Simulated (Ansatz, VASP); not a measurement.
# One calculation of BN, two programs

POSCAR

```
BN
1.0
    0.0000000000      3.4953158300      2.1660912400
    1.2516321000      0.0000000000      2.1660912400
    1.2516321000      3.4953158300      0.0000000000
B N
1 1
Direct
    0.0000486500      0.0000486500      0.9999513500
    0.9139436196      0.6963557026     -0.0353243729
```

File INCAR.step1:

```
  PREC = Accurate
  ENCUT = 520
  ISMEAR = 0
  SIGMA = 0.05
  LREAL = F
  LASPH = T
  NELM = 100
  NBANDS = 11
  GGA = PE
  ALGO = Normal
  EDIFF = 1E-4
  LWAVE = T
  LCHARG = F
```

File INCAR.step2:

```
  PREC = Accurate
  ENCUT = 520
  EDIFF = 1E-6
  ISMEAR = 0
  SIGMA = 0.05
  LREAL = F
  LASPH = T
  NELM = 100
  ALGO = Normal
  ISIF = 2
  LWAVE = F
  LCHARG = F
  METAGGA = R2SCAN
  LMIXTAU = T
  NBANDS = 11
  ISTART = 1
```

KPOINTS

```
Automatic mesh
0
Gamma
  12 12 12
```

Input for Ansatz:

```yaml
crystal:
  lattice:
    - [0.0, 3.49531583, 2.16609124]
    - [1.2516321, 0.0, 2.16609124]
    - [1.2516321, 3.49531583, 0.0]
  atoms:
    - { symbol: B, position: [4.865e-05, 4.865e-05, 0.99995135] }
    - { symbol: "N", position: [0.9139436196, 0.6963557026, -0.0353243729] }
basis:
  ecutwfc: 500
kpoints:
  mp_grid: { grid: [12, 12, 12] }
hamiltonian:
  xc: r2scan
scf:
  occupations: { method: gaussian, width: 0.05 }
output:
  forces: true
  stress: true
  eigenvalues: true
```

Alike in both runs: task single point; functional r2SCAN; k mesh 12 × 12 × 12; occupations gaussian, width 0.05 eV; no spin polarisation.

```csv
,VASP,Ansatz
version,VASP 6.6.1,Ansatz 0.2.0
potentials or method,"VASP PAW PBE potentials, release 64 (B, N), cutoff 520 eV","scalar-relativistic, plane waves, PAW"
valence electrons in the cell,8,8
```

VASP gave:

```
gap on the k mesh at the Fermi level (eV) : 1.64
least direct gap on the mesh (eV)         : 2.02
rms of the force components (eV/Å)        : 22.094
```

Problem. What did Ansatz give for the same quantities?

Solution. gap on the k mesh at the Fermi level (eV): 1.68; least direct gap on the mesh (eV): 2.05; rms of the force components (eV/Å): 21.403.

VASP's potentials were made for PBE, not for r2SCAN. Atom by atom the forces differ by 0.697 eV/Å (rms over components). With one functional, cell and mesh, what is left measures potentials, basis and numerics.
